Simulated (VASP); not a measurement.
# Cd2O (antifluorite type) (Fm-3m) in VASP: a series of runs

The runs below take Cd2O (antifluorite type) through single point, with PBE.

Everything below comes from runs of VASP 6.6.1. Logs are shortened: lines on timing, memory, paths and dates and some standing lists are left out, and cuts for length are marked.

## (1) The cell of the first run

Symmetry: Fm-3m, No. 225, cubic system. Conventional cell: a = 5.966 Å, b = 5.966 Å, c = 5.966 Å, α = 90.00°, β = 90.00°, γ = 90.00°. Within 3.4 Å of Cd (site symmetry -43m) lie 4 O at 2.58 Å and 6 Cd at 2.98 Å. O (site symmetry m-3m) has 8 Cd at 2.58 Å within 3.4 Å.

## (2) Single point, PBE

File INCAR:

```
ALGO = Normal
EDIFF = 1E-6
ENCUT = 520
GGA = PE
ISIF = 2
ISMEAR = -1
LASPH = T
LCHARG = T
LELF = T
LREAL = F
LVHAR = T
LWAVE = F
NBANDS = 22
NELM = 80
PREC = Accurate
SIGMA = 0.06122561905347299
```

File KPOINTS:

```
k-points
0
Gamma
  32 32 32
```

File POSCAR:

```
Cd2O
1.0
    0.0000000000      2.9829247125      2.9829247125
    2.9829247125      0.0000000000      2.9829247125
    2.9829247125      2.9829247125      0.0000000000
Cd O
2 1
Direct
    0.2500000000      0.2500000000      0.2500000000
    0.7500000000      0.7500000000      0.7500000000
    0.0000000000      0.0000000000      0.0000000000
```

Potentials or basis: VASP PAW PBE potentials, release 64 (Cd, O).

Launch:

```
> cat potpaw_PBE.64/Cd/POTCAR potpaw_PBE.64/O/POTCAR > POTCAR
> mpirun -np 1 vasp_std > vasp.out
```

OUTCAR:

```text
EDIFF = 1E-6
   ENCUT = 520
   GGA = PE
   ISIF = 2
   ISMEAR = -1
   LASPH = T
   LREAL = F
   NELM = 80
   PREC = Accurate

 ion  position               nearest neighbor table
   1  0.250  0.250  0.250-   3 2.58   3 2.58   3 2.58   3 2.58   2 2.98   2 2.98   2 2.98   2 2.98
                             2 2.98   2 2.98
   2  0.750  0.750  0.750-   3 2.58   3 2.58   3 2.58   3 2.58   1 2.98   1 2.98   1 2.98   1 2.98
                             1 2.98   1 2.98
   3  0.000  0.000  0.000-   2 2.58   2 2.58   2 2.58   1 2.58   2 2.58   1 2.58   1 2.58   1 2.58

  LATTYP: Found a face centered cubic cell.
 ALAT       =     5.9658494250

  Lattice vectors:

 A1 = (   0.0000000000,   2.9829247125,   2.9829247125)
 A2 = (   2.9829247125,   0.0000000000,   2.9829247125)
 A3 = (   2.9829247125,   2.9829247125,   0.0000000000)

Analysis of symmetry for initial positions (statically):
=====================================================================
 Subroutine PRICEL returns:
 Original cell was already a primitive cell.

 Routine SETGRP: Setting up the symmetry group for a
 face centered cubic supercell.

 Subroutine GETGRP returns: Found 48 space group operations
 (whereof 48 operations were pure point group operations)
 out of a pool of 48 trial point group operations.

The static configuration has the point symmetry O_h .

Analysis of symmetry for dynamics (positions and initial velocities):
=====================================================================
 Subroutine PRICEL returns:
 Original cell was already a primitive cell.

 Routine SETGRP: Setting up the symmetry group for a
 face centered cubic supercell.

 Subroutine GETGRP returns: Found 48 space group operations
 (whereof 48 operations were pure point group operations)
 out of a pool of 48 trial point group operations.

The dynamic configuration has the point symmetry O_h .

 Subroutine INISYM returns: Found 48 space group operations
 (whereof 48 operations are pure point group operations),
 and found     1 'primitive' translations

----------------------------------------------------------------------------------------

                                     Primitive cell

  volume of cell :      53.0832

  direct lattice vectors                    reciprocal lattice vectors
     0.000000000  2.982924713  2.982924713    -0.167620724  0.167620724  0.167620724
     2.982924713  0.000000000  2.982924713     0.167620724 -0.167620724  0.167620724
     2.982924713  2.982924713  0.000000000     0.167620724  0.167620724 -0.167620724

  length of vectors
     4.218492584  4.218492584  4.218492584     0.290327610  0.290327610  0.290327610

  position of ions in fractional coordinates (direct lattice)
     0.250000000  0.250000000  0.250000000
     0.750000000  0.750000000  0.750000000
     0.000000000  0.000000000  0.000000000

  ion indices of the primitive-cell ions
   primitive index   ion index
                 1           1
                 2           2
                 3           3

----------------------------------------------------------------------------------------

 KPOINTS: k-points

Automatic generation of k-mesh.
 Grid dimensions read from file:
 generate k-points for:   32   32   32

 Generating k-lattice:

  Cartesian coordinates                     Fractional coordinates (reciprocal lattice)
    -0.005238148  0.005238148  0.005238148     0.031250000  0.000000000  0.000000000
     0.005238148 -0.005238148  0.005238148     0.000000000  0.031250000  0.000000000
     0.005238148  0.005238148 -0.005238148     0.000000000  0.000000000  0.031250000

  Length of vectors
     0.009072738  0.009072738  0.009072738

  Shift w.r.t. Gamma in fractional coordinates (k-lattice)
     0.000000000  0.000000000  0.000000000

 Subroutine IBZKPT returns following result:
 ===========================================

 Found    897 irreducible k-points:

 Following reciprocal coordinates:
            Coordinates               Weight
  0.000000  0.000000  0.000000      1.000000
  0.031250  0.000000  0.000000      8.000000
  0.062500  0.000000  0.000000      8.000000
  0.093750  0.000000  0.000000      8.000000
  0.125000  0.000000  0.000000      8.000000
  0.156250  0.000000  0.000000      8.000000
[... 16 lines left out ...]
  0.187500  0.031250  0.000000     24.000000
  0.218750  0.031250  0.000000     24.000000
 [... further k-points ...]
   k-points           NKPTS =    897   k-points in BZ     NKDIM =    897   number of bands    NBANDS=     22
   number of dos      NEDOS =    301   number of ions     NIONS =      3
   total plane-waves  NPLWV =  32768
   dimension x,y,z NGX =    32 NGY =   32 NGZ =   32
   dimension x,y,z NGXF=    64 NGYF=   64 NGZF=   64
   ions per type =               2   1
   NGX,Y,Z   is equivalent  to a cutoff of  12.61, 12.61, 12.61 a.u.
   NGXF,Y,Z  is equivalent  to a cutoff of  25.22, 25.22, 25.22 a.u.
 SYSTEM =  unknown system
   PREC   = accura    normal or accurate (medium, high low for compatibility)
   ISTART =      0    job   : 0-new  1-cont  2-samecut
   ICHARG =      2    charge: 1-file 2-atom 10-const
   ISPIN  =      1    spin polarized calculation?
   LNONCOLLINEAR =      F non collinear calculations
   LSORBIT =      F    spin-orbit coupling
   LASPH  =      T    aspherical Exc in radial PAW
   ENCUT  =  520.0 eV  38.22 Ry    6.18 a.u.   7.84  7.84  7.84*2*pi/ulx,y,z
   NELM   =     80;   NELMIN=  2; NELMDL= -5     # of ELM steps
   EDIFF  = 0.1E-05   stopping-criterion for ELM
   LREAL  =      F    real-space projection
   EDIFFG = 0.1E-04   stopping-criterion for IOM
   NSW    =      0    number of steps for IOM
   IBRION =     -1    ionic relax: 0-MD 1-quasi-New 2-CG
   NFREE  =      0    steps in history (QN), initial steepest desc. (CG)
   ISIF   =      2    stress and relaxation
   ISYM   =      2    0-nonsym 1-usesym 2-fastsym
   POTIM  = 0.5000    time-step for ionic-motion
   TEBEG  =    0.0;   TEEND  =   0.0 temperature during run
   PSTRESS=    0.0 pullay stress
   NELECT =      30.0000    total number of electrons
   NUPDOWN=      -1.0000    fix difference up-down
   EMIN   =  10.00;   EMAX   =-10.00  energy-range for DOS
   EFERMI =   0.00;   METHOD = LEGACY
   ISMEAR =    -1;   SIGMA  =   0.06  broadening in eV -4-tet -1-fermi 0-gaus
   EFERMI_NEDOS =   21; number of points for ismear=-14 and -15
   IALGO  =     38    algorithm
   IMIX   =      4    mixing-type and parameters
     AMIX     =   0.40;   BMIX     =  1.00
     AMIX_MAG =   1.60;   BMIX_MAG =  1.00
  volume/ion in A,a.u.               =      17.69       119.41
  Fermi-wavevector in a.u.,A,eV,Ry     =   1.353515  2.557772 24.925899  1.832002
  Thomas-Fermi vector in A             =   2.480764
   LORBIT       =      0    0 simple, 1 ext, 2 COOP (PROOUT), +10 PAW based schemes
   GGA     = PE    functional components
   LHFCALC =     F    Hartree Fock is set to
   AEXX    =    0.0000 exact exchange contribution
   IVDW    =     0    specifies the selected vdW correction
   LEPSILON=     F    determine dielectric tensor
   LRPA    =     F    only Hartree local field effects (RPA)
 non-spin polarized calculation
  energy-cutoff  :      520.00
  volume of cell :       53.08
 maximum number of plane-waves:      1459
   NGX = 15   NGY = 15   NGZ = 15

 number of electron      29.9999993 magnetization

 Free energy of the ion-electron system (eV)
  ---------------------------------------------------
  ext. energy  EPLUGINS =         0.00000000
  ---------------------------------------------------
  free energy    TOTEN  =        -7.23489158 eV

  energy without entropy =       -7.22811780  energy(sigma->0) =       -7.23150469

 E-fermi :   3.2838     XC(G=0): -10.8175

 val. band max:        3.2549193469   @ k =  -0.2812   0.4375   0.1562
 cond. band min:       3.3002758380   @ k =  -0.3125   0.4375   0.2188
 fundamental gap:      0.0453564912
 Fermi energy:         3.2837856142

 k-point     1 :       0.0000    0.0000    0.0000
  band No.  band energies     occupation
      1     -15.4929      2.00000
      2      -7.0046      2.00000
      3      -7.0046      2.00000
      4      -6.8671      2.00000
      5      -6.8671      2.00000
      6      -6.8671      2.00000
[... 14 lines left out ...]
     21      12.0726      0.00000
     22      12.0726      0.00000

 k-point     2 :       0.0312    0.0000    0.0000
  band No.  band energies     occupation
      1     -15.4917      2.00000
      2      -7.0018      2.00000
      3      -7.0018      2.00000
      4      -6.8634      2.00000
      5      -6.8634      2.00000
      6      -6.8632      2.00000
[... 14 lines left out ...]
     21      12.0392      0.00000
     22      12.0392      0.00000

 k-point     3 :       0.0625    0.0000    0.0000
  band No.  band energies     occupation
      1     -15.4884      2.00000
      2      -6.9934      2.00000
      3      -6.9934      2.00000
      4      -6.8521      2.00000
      5      -6.8521      2.00000
      6      -6.8513      2.00000
[... 14 lines left out ...]
     21      11.9455      0.00000
     22      11.9455      0.00000

 k-point     4 :       0.0938    0.0000    0.0000
  band No.  band energies     occupation
      1     -15.4831      2.00000
      2      -6.9794      2.00000
      3      -6.9794      2.00000
      4      -6.8337      2.00000
      5      -6.8337      2.00000
      6      -6.8312      2.00000
[... 14 lines left out ...]
     21      11.8073      0.00000
     22      11.8073      0.00000

 k-point     5 :       0.1250    0.0000    0.0000
  band No.  band energies     occupation
      1     -15.4759      2.00000
      2      -6.9596      2.00000
      3      -6.9596      2.00000
      4      -6.8085      2.00000
      5      -6.8085      2.00000
      6      -6.8028      2.00000
[... 417 lines left out ...]
 k-point    22 :       0.1562    0.0312    0.0000
  band No.  band energies     occupation
      1     -15.4694      2.00000
      2      -6.9531      2.00000
      3      -6.9310      2.00000
      4      -6.7946      2.00000
      5      -6.7774      2.00000
      6      -6.7715      2.00000
[... 14 lines left out ...]
     21      11.8409      0.00000
     22      12.0917      0.00000

 k-point    23 :       0.1875    0.0313    0.0000
  band No.  band energies     occupation
      1     -15.4599      2.00000
      2      -6.9258      2.00000
      3      -6.9002      2.00000
      4      -6.7593      2.00000
      5      -6.7409      2.00000
      6      -6.7289      2.00000
[... 14 lines left out ...]
     21      11.6951      0.00000
     22      12.3948      0.00000

 k-point    24 :       0.2188    0.0313    0.0000
  band No.  band energies     occupation
      1     -15.4495      2.00000
      2      -6.8926      2.00000
      3      -6.8636      2.00000
      4      -6.7185      2.00000
      5      -6.6994      2.00000
      6      -6.6779      2.00000
[... 14 lines left out ...]
     21      11.5492      0.00000
     22      12.7655      0.00000

 [... further k-points ...]

------------------------ aborting loop because EDIFF is reached ----------------------------------------

  FORCE on cell =-STRESS in cart. coord.  units (eV):
  Direction    XX          YY          ZZ          XY          YZ          ZX
  --------------------------------------------------------------------------------------
  -------------------------------------------------------------------------------------
  Total        0.1649590      0.1649590      0.1649590     -0.0000000     -0.0000000     -0.0000000
  in kB        4.9788563      4.9788563      4.9788563     -0.0000000     -0.0000000     -0.0000000
  external PRESSURE =       4.9788563 kB  Pullay stress =       0.0000000 kB

 VOLUME and BASIS-vectors are now :
 -----------------------------------------------------------------------------
  energy-cutoff  :      520.00
  volume of cell :       53.08
      direct lattice vectors                 reciprocal lattice vectors
     0.000000000  2.982924713  2.982924713    -0.167620724  0.167620724  0.167620724
     2.982924713  0.000000000  2.982924713     0.167620724 -0.167620724  0.167620724
     2.982924713  2.982924713  0.000000000     0.167620724  0.167620724 -0.167620724

 POSITION                                       TOTAL-FORCE (eV/Angst)
 -----------------------------------------------------------------------------------
      1.49146      1.49146      1.49146         0.000000      0.000000      0.000000
      4.47439      4.47439      4.47439        -0.000000     -0.000000     -0.000000
      0.00000      0.00000      0.00000        -0.000000     -0.000000     -0.000000
 -----------------------------------------------------------------------------------
    total drift:                               -0.000000     -0.000000      0.000000

  FREE ENERGIE OF THE ION-ELECTRON SYSTEM (eV)
  ---------------------------------------------------
  free  energy   TOTEN  =        -7.2348915814 eV

  energy  without entropy=       -7.2281177995  energy(sigma->0) =       -7.23150469
```

It took 20 min on 1 thread of Oxide Virtual Turin-like, shared host; peak memory 0.87 GiB.

What came out:

```yaml
Free_energy: -7.2349 eV
Pressure: 0.5 GPa
Band_gap_on_the_k_mesh: zero (bands 15 and 16 overlap by 0.51 eV)
```

Levels at points of the mesh, in eV from the Fermi level:
| k point | band 11 | band 12 | band 13 | band 14 | band 15 | band 16 | band 17 | band 18 | band 19 | band 20 |
| --- | --- | --- | --- | --- | --- | --- | --- | --- | --- | --- |
| (0.00, 0.00, 0.00) | -8.55 | -6.33 | -3.41 | -3.41 | -3.41 | 3.49 | 3.49 | 3.49 | 6.33 | 8.79 |
| (0.50, 0.00, 0.00) | -9.17 | -6.87 | -3.75 | -3.75 | -3.13 | 0.06 | 4.52 | 4.52 | 6.06 | 7.45 |
| (0.50, 0.50, 0.00) | -8.58 | -5.81 | -4.70 | -4.70 | -1.15 | 0.58 | 0.82 | 3.54 | 3.54 | 8.42 |

Caveat: semilocal functionals underestimate gaps, and a narrow one can read as zero.

## (3) Single point, PBE

This run uses another cell than the first one, of 18.40 Å³/atom.

File INCAR:

```
ALGO = Normal
EDIFF = 1E-6
ENCUT = 520
GGA = PE
ISIF = 2
ISMEAR = -1
LASPH = True
LCHARG = False
LREAL = False
LWAVE = False
NBANDS = 22
NELM = 100
PREC = Accurate
SIGMA = 0.06122561905347299
```

KPOINTS is that of step 2.

File POSCAR:

```
Cd2O
1.0
    0.0000000000      3.0221782234      3.0221782234
    3.0221782234      0.0000000000      3.0221782234
    3.0221782234      3.0221782234      0.0000000000
Cd O
2 1
Direct
    0.2500000000      0.2500000000      0.2500000000
    0.7500000000      0.7500000000      0.7500000000
    0.0000000000      0.0000000000      0.0000000000
```

Potentials or basis: VASP PAW PBE potentials, release 64 (Cd, O).

Launch:

```
> cat potpaw_PBE.64/Cd/POTCAR potpaw_PBE.64/O/POTCAR > POTCAR
> mpirun -np 1 vasp_std > vasp.out
```

Run time: 18 min. Hardware: 1 thread of Oxide Virtual Turin-like, shared host; peak memory 0.91 GiB.

It converged, with:

* Free energy: -7.2238 eV
* Pressure: -2.2 GPa
* Band gap on the k mesh: zero (bands 15 and 16 overlap by 0.44 eV)

Levels at points of the mesh, in eV from the Fermi level:
```tsv
k point	band 12	band 13	band 14	band 15	band 16	band 17	band 18	band 19
(0.00, 0.00, 0.00)	-6.18	-3.28	-3.28	-3.28	3.47	3.47	3.47	5.92
(0.50, 0.00, 0.00)	-6.59	-3.60	-3.60	-3.06	0.07	4.46	4.46	5.91
(0.50, 0.50, 0.00)	-5.65	-4.48	-4.48	-1.04	0.53	0.70	3.48	3.48
```

Caveat: semilocal functionals underestimate gaps, and a narrow one can read as zero.

The gap in the log of VASP goes by the Fermi energy; the results here count the filled bands.